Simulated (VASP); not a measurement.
Crystal: BaHfO3.

```
Ba Hf O
1.0
     8.29749    0.00000    0.00000
     0.00000    4.14874    0.00000
     0.00000    0.00000    4.14874
Ba Hf O
2 2 6
Direct
  0.99610 0.97920 0.98252
  0.50576 0.01670 0.01656
  0.24673 0.48325 0.48693
  0.75648 0.52608 0.51968
  0.24965 0.51511 0.01218
  0.76152 0.50962 0.99001
  0.98615 0.51613 0.52063
  0.49396 0.46108 0.51431
  0.24709 0.99213 0.48609
  0.75417 0.00544 0.49964
```

Program: VASP 6.6.1. Alike in all runs: task single point; no spin polarisation; cell as given; k mesh 2 × 2 × 2, shifted; cutoff (eV) 600; smearing fermi-dirac 0.05 eV.

Question: Order these runs on this cell by their pressure, lowest first.
A. level LDA; potentials or basis VASP PAW LDA potentials, release 64 (Ba_sv, Hf_pv, O)
B. level PBEsol; potentials or basis VASP PAW PBE potentials, release 64 (Ba_sv, Hf_pv, O)
C. level PBE; potentials or basis VASP PAW PBE potentials, release 64 (Ba_sv, Hf_pv, O)

Answer: A (-1.3 GPa), B (2.9 GPa), C (8.7 GPa).

Caveats: all runs use coarse meshes; the PAW data sets were made with another functional, which shifts forces and pressure a little (at least some runs).
